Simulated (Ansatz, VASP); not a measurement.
## One calculation of Mg, two programs

The input POSCAR:

```
Mg
1.0
    3.2515324747      0.0000000000      0.0000000000
   -1.6257662373      2.8159097243      0.0000000000
    0.0000000000      0.0000000000      5.2788644417
Mg
2
Direct
    0.6666666667      0.3333333333      0.7500000000
    0.3333333333      0.6666666667      0.2500000000
```

INCAR.step1

```
ALGO = Normal
EDIFF = 1E-4
ENCUT = 520
GGA = PE
ISMEAR = -1
LASPH = True
LCHARG = False
LREAL = False
LWAVE = True
NBANDS = 9
NELM = 80
PREC = Accurate
SIGMA = 0.05
```

The input INCAR.step2:

```
ALGO = Normal
EDIFF = 1E-6
ENCUT = 520
ISIF = 2
ISMEAR = -1
ISTART = 1
IVDW = 13
LASPH = True
LCHARG = False
LMIXTAU = True
LREAL = False
LWAVE = False
METAGGA = R2SCAN
NBANDS = 9
NELM = 80
PREC = Accurate
SIGMA = 0.05
VDW_A1 = 0.51559235
VDW_A2 = 5.77342911
VDW_S6 = 1.0
VDW_S8 = 0.6018749
```

KPOINTS

```
k-points
0
Gamma
  10 10 5
```

File input.yaml:

```yaml
crystal:
  lattice:
    - [3.2515324747, 0.0, 0.0]
    - [-1.6257662373, 2.8159097243, 0.0]
    - [0.0, 0.0, 5.2788644417]
  atoms:
    - { symbol: Mg, position: [0.6666666667, 0.3333333333, 0.75] }
    - { symbol: Mg, position: [0.3333333333, 0.6666666667, 0.25] }
hamiltonian:
  xc: r2scan
  pseudopotentials: { kind: paw }
  dispersion: d4
kpoints:
  mp_grid: { grid: [10, 10, 5] }
scf:
  occupations: { method: fermi_dirac, width: 0.05 }
output:
  forces: true
  stress: true
  eigenvalues: true
```

Alike in both runs: task single point; functional r2SCAN; dispersion D4; k mesh 10 × 10 × 5; occupations fermi-dirac, width 0.05 eV; no spin polarisation.

```csv
,VASP,Ansatz
version,VASP 6.6.1,Ansatz 0.2.0
potentials or method,"VASP PAW PBE potentials, release 64 (Mg)",Ansatz PAW
plane-wave cutoff (eV),520,500
valence electrons in the cell,4,20
```

```tsv
	VASP	Ansatz	Ansatz less VASP
gap on the k mesh at the Fermi level (eV)	none	none	-
pressure (GPa)	-2.9	-2.7	+0.24
traceless stress, the component that is largest in VASP (GPa)	0.59	0.59	-0.007
```

VASP's potentials were made for PBE, not for r2SCAN. A gap of «none» marks a metal or a gap that the smearing closes. VASP's potentials hold 4 valence electrons a cell and Ansatz's 20, so a difference there can come from the potentials and not from the codes.
